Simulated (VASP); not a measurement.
A run of VASP 6.6.1 is set up as follows.

File INCAR:

```
PREC     = Accurate       # precision mode
ENCUT    = 520            # plane-wave cutoff, eV
EDIFF    = 1E-6           # SCF threshold, eV
ISMEAR   = -1             # smearing method
SIGMA    = 0.02           # smearing width, eV
LREAL    = Auto         
LASPH    = True           # aspherical terms in the spheres
NELM     = 150            # most SCF steps
ALGO     = Normal         # electronic algorithm
ISIF     = 2              # what is computed and relaxed
LWAVE    = False          # write WAVECAR
LCHARG   = False          # write CHGCAR
ISPIN    = 2              # spin polarisation
MAGMOM   = 0 0 0 0 0 0 0 0 0 0 0 0 0 0 0 0 1 # initial moments
LORBIT   = 11             # projections on sites
GGA      = CA             # functional
NBANDS   = 52             # bands
```

KPOINTS

```
Automatic mesh
0
Gamma
  2 2 2
```

Contents of POSCAR:

```
Si16As
1.0
    0.0000000000      5.4300000000      5.4300000000
    5.4300000000      0.0000000000      5.4300000000
    5.4300000000      5.4300000000      0.0000000000
Si As
16 1
Direct
    0.0013451096      0.0017696535     -0.0037940679
    0.1212899884      0.1219302207      0.1284037950
    0.0013415489      0.0017737143      0.5007053663
    0.1251372999      0.1252388474      0.6248257594
   -0.0115062575      0.5047172675      0.0034057881
    0.1212874693      0.6294299181      0.1287721113
    0.0013656947      0.4965661524      0.5010454279
    0.1212810736      0.6294336612      0.6205414040
    0.5040711190     -0.0107503765      0.0033534919
    0.6290411349      0.1218455332      0.1286359278
    0.4964891841      0.0016715184      0.5009345703
    0.6290367891      0.1218482514      0.6205125699
    0.5041688072      0.5046814052      0.0037877846
    0.6253814904      0.6261674995      0.1242594941
    0.5041515211      0.5046767590      0.4874267018
    0.6291390878      0.6293622761      0.6207686543
    0.3753880395      0.3761631987      0.8742603210
```

Potentials or basis: VASP PAW LDA potentials, release 64 (Si, As).

Run with:

```bash
$ cat potpaw_LDA.64/Si/POTCAR potpaw_LDA.64/As/POTCAR > POTCAR
$ mpirun -np 1 vasp_std > vasp.out
```

Q: What does it give for the pressure?

A: 3.2 GPa.

Q: What does it give for the largest force?

A: 0.030 eV/Å.

Q: What does it give for the net moment?

A: 0.00 μB per cell.

Forces in eV/Å, atoms in the order of the input:
```
Si  -0.004 -0.004  0.004
Si   0.000  0.000  0.000
Si   0.004  0.004  0.004
Si   0.000  0.000 -0.003
Si   0.016 -0.015 -0.018
Si  -0.002  0.000  0.002
Si  -0.004  0.004  0.001
Si   0.000  0.002  0.001
Si  -0.017  0.017 -0.017
Si   0.000 -0.002 -0.001
Si   0.004 -0.004 -0.001
Si   0.002  0.000 -0.001
Si   0.016  0.016  0.018
Si  -0.002  0.001 -0.007
Si  -0.017 -0.017  0.018
Si   0.002 -0.002 -0.001
As   0.002 -0.001  0.003
```

Caveat: the k points lie up to 0.50 Å⁻¹ apart.
